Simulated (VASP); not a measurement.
# W (Pm-3n) in VASP: a series of runs, part 2 of 2

VASP 6.6.1.

## (3) Single point, PBEsol (16.41 Å³/atom)

Input file INCAR:

```
SYSTEM = W
PREC     = Accurate       ! precision mode
ENCUT    = 520            ! plane-wave cutoff, eV
EDIFF    = 1E-6           ! SCF threshold, eV
ISMEAR   = 0              ! smearing method
SIGMA    = 0.1            ! smearing width, eV
LREAL    = .FALSE.        ! projectors in reciprocal space
LASPH    = .TRUE.         ! aspherical terms in the spheres
NELM     = 80             ! most SCF steps
ALGO     = Fast           ! electronic algorithm
ISIF     = 2              ! what is computed and relaxed
LWAVE    = .FALSE.        ! write WAVECAR
LCHARG   = .FALSE.        ! write CHGCAR
GGA      = PS             ! functional
NBANDS   = 66             ! bands
```

Input file KPOINTS:

```
regular mesh
0
G
  8 8 8
  0 0 0
```

Input file POSCAR:

```
W
1.0
    5.0818688671      0.0000000000      0.0000000000
    0.0000000000      5.0818688671      0.0000000000
    0.0000000000      0.0000000000      5.0818688671
W
8
Direct
    0.0000000000      0.0000000000      0.0000000000
    0.5000000000      0.5000000000      0.5000000000
    0.0000000000      0.5000000000      0.2500000000
    0.0000000000      0.5000000000      0.7500000000
    0.2500000000      0.0000000000      0.5000000000
    0.7500000000      0.0000000000      0.5000000000
    0.5000000000      0.7500000000      0.0000000000
    0.5000000000      0.2500000000      0.0000000000
```

Potentials or basis: VASP PAW PBE potentials, release 64 (W_sv).

Run with:

```sh
$ cat potpaw_PBE.64/W_sv/POTCAR > POTCAR
$ mpirun -np 1 vasp_std > vasp.out
```

OUTCAR:

```text
SYSTEM = W
   PREC = Accurate
   ENCUT = 520
   EDIFF = 1E-6
   ISMEAR = 0
   LREAL = .FALSE.
   LASPH = .TRUE.
   NELM = 80
   ISIF = 2
   GGA = PS

 ion  position               nearest neighbor table
   1  0.000  0.000  0.000-   3 2.84   4 2.84   5 2.84   6 2.84   7 2.84   8 2.84   5 2.84   6 2.84
                             3 2.84   4 2.84   7 2.84   8 2.84
   2  0.500  0.500  0.500-   3 2.84   4 2.84   5 2.84   6 2.84   7 2.84   8 2.84   7 2.84   8 2.84
                             5 2.84   6 2.84   3 2.84   4 2.84
   3  0.000  0.500  0.250-   4 2.54   4 2.54   1 2.84   2 2.84   1 2.84   2 2.84   8 3.11   5 3.11
                             6 3.11   5 3.11   6 3.11   7 3.11   7 3.11   8 3.11
   4  0.000  0.500  0.750-   3 2.54   3 2.54   1 2.84   2 2.84   1 2.84   2 2.84   8 3.11   5 3.11
                             6 3.11   5 3.11   6 3.11   7 3.11   7 3.11   8 3.11
   5  0.250  0.000  0.500-   6 2.54   6 2.54   1 2.84   1 2.84   2 2.84   2 2.84   8 3.11   4 3.11
                             7 3.11   8 3.11   3 3.11   3 3.11   4 3.11   7 3.11
   6  0.750  0.000  0.500-   5 2.54   5 2.54   1 2.84   1 2.84   2 2.84   2 2.84   8 3.11   4 3.11
                             7 3.11   8 3.11   3 3.11   3 3.11   4 3.11   7 3.11
   7  0.500  0.750  0.000-   8 2.54   8 2.54   1 2.84   2 2.84   2 2.84   1 2.84   3 3.11   4 3.11
                             5 3.11   6 3.11   5 3.11   6 3.11   3 3.11   4 3.11
   8  0.500  0.250  0.000-   7 2.54   7 2.54   1 2.84   2 2.84   2 2.84   1 2.84   3 3.11   4 3.11
                             5 3.11   6 3.11   5 3.11   6 3.11   3 3.11   4 3.11

  LATTYP: Found a simple cubic cell.
 ALAT       =     5.0818688671

  Lattice vectors:

 A1 = (   5.0818688671,   0.0000000000,   0.0000000000)
 A2 = (   0.0000000000,   5.0818688671,   0.0000000000)
 A3 = (   0.0000000000,   0.0000000000,   5.0818688671)

Analysis of symmetry for initial positions (statically):
=====================================================================
 Subroutine PRICEL returns:
 Original cell was already a primitive cell.

 Routine SETGRP: Setting up the symmetry group for a
 simple cubic supercell.

 Subroutine GETGRP returns: Found 48 space group operations
 (whereof 24 operations were pure point group operations)
[... 159 lines left out ...]
   LEPSILON=     F    determine dielectric tensor
   LRPA    =     F    only Hartree local field effects (RPA)
 non-spin polarized calculation
 RMM-DIIS sequential band-by-band and
 Gauss-broadening in eV      SIGMA  =   0.10
  energy-cutoff  :      520.00
  volume of cell :      131.24
 maximum number of plane-waves:      3575
 NGX is ok and might be reduce to    40
   NGX = 19   NGY = 19   NGZ = 19

 number of electron     111.9999987 magnetization

 Free energy of the ion-electron system (eV)
  ---------------------------------------------------
  ext. energy  EPLUGINS =         0.00000000
  ---------------------------------------------------
  free energy    TOTEN  =      -109.59427126 eV

  energy without entropy =     -109.58411888  energy(sigma->0) =     -109.58919507

 E-fermi :  10.5684     XC(G=0): -13.5530

 val. band max:       10.5011006244   @ k =   0.3750   0.3750   0.1250
 cond. band min:      10.5893779785   @ k =   0.1250   0.1250   0.0000
 fundamental gap:      0.0882773542
 Fermi energy:        10.5683907648

 k-point     1 :       0.0000    0.0000    0.0000
  band No.  band energies     occupation
      1     -63.4599      2.00000
      2     -63.4169      2.00000
      3     -63.4169      2.00000
      4     -63.2828      2.00000
      5     -63.2828      2.00000
      6     -63.2828      2.00000
[... 1645 lines left out ...]
     65      13.0087      0.00000
     66      13.3103      0.00000

 [... further k-points ...]

------------------------ aborting loop because EDIFF is reached ----------------------------------------

  FORCE on cell =-STRESS in cart. coord.  units (eV):
  Direction    XX          YY          ZZ          XY          YZ          ZX
  --------------------------------------------------------------------------------------
  -------------------------------------------------------------------------------------
  Total       -6.7449241     -6.7449241     -6.7449241      0.0000000      0.0000000     -0.0000000
  in kB      -82.3412183    -82.3412183    -82.3412183      0.0000000      0.0000000     -0.0000000
  external PRESSURE =     -82.3412183 kB  Pullay stress =       0.0000000 kB

 VOLUME and BASIS-vectors are now :
 -----------------------------------------------------------------------------
  energy-cutoff  :      520.00
  volume of cell :      131.24
      direct lattice vectors                 reciprocal lattice vectors
     5.081868867  0.000000000  0.000000000     0.196778002  0.000000000  0.000000000
     0.000000000  5.081868867  0.000000000     0.000000000  0.196778002  0.000000000
     0.000000000  0.000000000  5.081868867     0.000000000  0.000000000  0.196778002

 POSITION                                       TOTAL-FORCE (eV/Angst)
 -----------------------------------------------------------------------------------
      0.00000      0.00000      0.00000        -0.000000     -0.000000      0.000000
      2.54093      2.54093      2.54093        -0.000000     -0.000000      0.000000
      0.00000      2.54093      1.27047        -0.000000     -0.000000     -0.000000
      0.00000      2.54093      3.81140         0.000000     -0.000000      0.000000
      1.27047      0.00000      2.54093        -0.000000      0.000000     -0.000000
      3.81140      0.00000      2.54093         0.000000      0.000000      0.000000
      2.54093      3.81140      0.00000        -0.000000     -0.000000     -0.000000
      2.54093      1.27047      0.00000         0.000000     -0.000000      0.000000
 -----------------------------------------------------------------------------------
    total drift:                               -0.000000     -0.000000      0.000000

  FREE ENERGIE OF THE ION-ELECTRON SYSTEM (eV)
  ---------------------------------------------------
  free  energy   TOTEN  =      -109.5942712620 eV

  energy  without entropy=     -109.5841188794  energy(sigma->0) =     -109.58919507
```

Run time: 5.3 min. Hardware: 1 thread of Intel Xeon Platinum 8488C (Sapphire Rapids), shared host; peak memory 0.36 GiB.

Results:

- Free energy: -109.5943 eV
- Pressure: -8.2 GPa
- Band gap on the k mesh: zero (bands 56 and 57 overlap by 0.82 eV)

Caveat: the cell stands under tension; the PAW data sets were made with another functional, which shifts forces and pressure a little; spin-orbit coupling is left out, which moves the levels of the heavy elements.

## (4) Single point, PBEsol (16.88 Å³/atom)

This run uses another cell than the first one, of 16.88 Å³/atom.

Input file INCAR:

```
SYSTEM = W
PREC = Accurate ; ENCUT = 520
EDIFF = 1E-6 ; ISMEAR = 0
SIGMA = 0.1 ; LREAL = .FALSE.
LASPH = .TRUE. ; NELM = 100
ALGO = Fast ; ISIF = 2
LWAVE = .FALSE. ; LCHARG = .TRUE.
GGA = PS ; LELF = .TRUE.
LVHAR = .TRUE. ; NBANDS = 66
```

Input file KPOINTS:

```
Automatic mesh
0
G
  8 8 8
  0 0 0
```

Changes to POSCAR since step 3:

```diff
@@ -2,5 +2,5 @@
 1.0
-    5.0818688671      0.0000000000      0.0000000000
-    0.0000000000      5.0818688671      0.0000000000
-    0.0000000000      0.0000000000      5.0818688671
+    5.1307359886      0.0000000000      0.0000000000
+    0.0000000000      5.1307359886      0.0000000000
+    0.0000000000      0.0000000000      5.1307359886
 W
```

Run with:

```sh
$ cat potpaw_PBE.64/W_sv/POTCAR > POTCAR
$ mpirun -np 1 vasp_std > vasp.out
```

It took 4.5 min on 1 thread of Intel Xeon Platinum 8488C (Sapphire Rapids), shared host; peak memory 0.37 GiB.

Results (log left out):

* Free energy: -109.3062 eV
* Pressure: -15.9 GPa
* Band gap on the k mesh: zero (bands 56 and 57 overlap by 0.74 eV)

Levels at points of the mesh, in eV from the Fermi level:
| k point | band 52 | band 53 | band 54 | band 55 | band 56 | band 57 | band 58 | band 59 | band 60 | band 61 |
| --- | --- | --- | --- | --- | --- | --- | --- | --- | --- | --- |
| (0.00, 0.00, 0.00) | -2.02 | -1.40 | -1.40 | -0.43 | -0.43 | -0.43 | 1.54 | 1.54 | 1.54 | 1.59 |
| (0.50, 0.00, 0.00) | -1.12 | -1.11 | -1.11 | -0.89 | -0.89 | 0.55 | 0.55 | 0.74 | 0.74 | 1.11 |
| (0.50, 0.50, 0.00) | -1.63 | -1.15 | -0.84 | -0.84 | 0.25 | 0.25 | 0.28 | 0.52 | 0.89 | 0.99 |
| (0.50, 0.50, 0.50) | -1.38 | -1.38 | -1.38 | -1.38 | -1.38 | 1.28 | 1.28 | 1.28 | 1.28 | 1.28 |

Caveat: the cell stands under tension; the PAW data sets were made with another functional, which shifts forces and pressure a little; spin-orbit coupling is left out, which moves the levels of the heavy elements.

## (5) The runs side by side

```tsv
cell	further INCAR settings	gap on the mesh (eV)	pressure (GPa)
a = 5.083 Å, 8 atoms	ALGO = Fast; EDIFF = 1e-07; NBANDS = 66	none	-8.4
a = 5.082 Å, 8 atoms	ALGO = Fast; EDIFF = 1e-06; NBANDS = 66	none	-8.2
a = 5.131 Å, 8 atoms	ALGO = Fast; EDIFF = 1e-06; NBANDS = 66	none	-15.9
```

Alike in all rows: task single point; level PBEsol; potentials or basis VASP PAW PBE potentials, release 64 (W_sv); no spin polarisation; k mesh 8 × 8 × 8; cutoff (eV) 520; smearing gaussian 0.1 eV.

Caveats: the cell stands under tension; the PAW data sets were made with another functional, which shifts forces and pressure a little; spin-orbit coupling is left out, which moves the levels of the heavy elements.

Absolute energies hang on the potentials; compare differences alone.

The gap in the log of VASP goes by the Fermi energy; the results here count the filled bands.